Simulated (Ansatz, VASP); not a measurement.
**CoO: VASP beside Ansatz**

```xyz
2
Lattice="1.5917 0.9190 2.2985 -1.5917 0.9190 2.2985 0.0000 -1.8379 2.2985" Properties=species:S:1:pos:R:3 pbc="T T T"
Co    0.0000    0.0000    0.0000
O     0.0000    0.0000    3.4477
```

Change from the starting cell: strain +0.030 along x and y, +0.000 along z, atoms carried along.

Alike in both runs: task single point; functional PBE; k mesh 24 × 24 × 24; occupations gaussian, width 0.15 eV; collinear spin.

```csv
,VASP,Ansatz
version,VASP 6.6.1,Ansatz 0.2.0
potentials or method,"VASP PAW PBE potentials, release 64 (Co, O), cutoff 520 eV","scalar-relativistic, plane waves, PAW"
valence electrons in the cell,15,23
```

VASP gave:

```
gap on the k mesh at the Fermi level (eV)                     : none
pressure (GPa)                                                : -10.3
traceless stress, the component that is largest in VASP (GPa) : 3.22
net moment per atom (μB)                                      : 1.47
size of the moment on the site where the two differ most (μB) : 2.58
```

Estimate Ansatz's values.

gap on the k mesh at the Fermi level (eV): none; pressure (GPa): -9.8; traceless stress, the component that is largest in VASP (GPa): 3.04; net moment per atom (μB): 1.48; size of the moment on the site where the two differ most (μB): 2.52.

Site moments also hang on the region over which each program counts them. A gap of «none» marks a metal or a gap that the smearing closes. VASP's potentials hold 15 valence electrons a cell and Ansatz's 23, so a difference there can come from the potentials and not from the codes.
